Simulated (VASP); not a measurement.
LiPb, 2 atoms in the cell. It takes space group R-3m (No. 166, trigonal). Conventional cell: a = 5.148 Å, b = 5.148 Å, c = 6.388 Å, α = 90.00°, β = 90.00°, γ = 120.00°. Within 4.2 Å of Li (site symmetry -3m) lie 8 Pb at 3.16 to 3.19 Å and 6 Li at 3.66 Å. Within 4.2 Å of Pb (site symmetry -3m) lie 8 Li at 3.16 to 3.19 Å and 6 Pb at 3.66 Å. 

| Item | Value |
| --- | --- |
| Program | VASP 6.6.1 |
| Task | single point |
| Functional | r2SCAN |
| Dispersion | D3(BJ) |
| Potentials or basis | VASP PAW PBE potentials, release 64 (Li_sv, Pb_d) |
| Cutoff | 520 eV |
| k mesh | 8 × 8 × 8 |
| Occupations | methfessel-paxton, width 0.15 eV |
| Spin | no spin polarisation |
| Dipole correction | no |
| Further INCAR settings | ALGO = Normal; EDIFF = 1e-07; NBANDS = 16 |

Potentials or basis: VASP PAW PBE potentials, release 64 (Li_sv, Pb_d).

Run with:

```sh
$ cat potpaw_PBE.64/Li_sv/POTCAR potpaw_PBE.64/Pb_d/POTCAR > POTCAR
$ cp INCAR.step1 INCAR
$ mpirun -np 1 vasp_std > vasp.out
$ cp INCAR.step2 INCAR
$ mpirun -np 1 vasp_std > vasp.out
```

Hardware: 1 thread of AMD EPYC 9R45 96-Core Processor (Zen 5), with other jobs on the host.

Q: Estimate the wall time of this run.

A: Run time: 2 min on 1 thread of AMD EPYC 9R45 96-Core Processor (Zen 5), with other jobs on the host, peak memory 0.17 GiB. Counts: k points 65.
